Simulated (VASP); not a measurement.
Here is a VASP 6.6.1 calculation.

The input INCAR:

```
  ALGO = Normal
  EDIFF = 1E-7
  ENCUT = 520
  GGA = RP
  ISIF = 2
  ISMEAR = -1
  LASPH = T
  LCHARG = F
  LREAL = F
  LWAVE = F
  NBANDS = 20
  NELM = 100
  PREC = Accurate
  SIGMA = 0.1
```

File KPOINTS:

```
k-points
0
Gamma
  10 10 10
```

POSCAR

```
Nb
1.0
    0.0000000000      2.9844959822      2.9844959822
    2.9844959822      0.0000000000      2.9844959822
    2.9844959822      2.9844959822      0.0000000000
Nb
2
Direct
    0.1250000000      0.1250000000      0.1250000000
    0.8750000000      0.8750000000      0.8750000000
```

Potentials or basis: VASP PAW PBE potentials, release 64 (Nb_sv).

The run is started by

```bash
$ cat potpaw_PBE.64/Nb_sv/POTCAR > POTCAR
$ mpirun -np 1 vasp_std > vasp.out
```

Problem. Estimate the band gap on the k mesh.

Solution. Zero (band 13 reaches 6.98 eV, above the bottom of band 14 at 5.77 eV).

Problem. Estimate the pressure.

Solution. 0.0 GPa.

Caveat: the PAW data sets were made with another functional, which shifts forces and pressure a little.
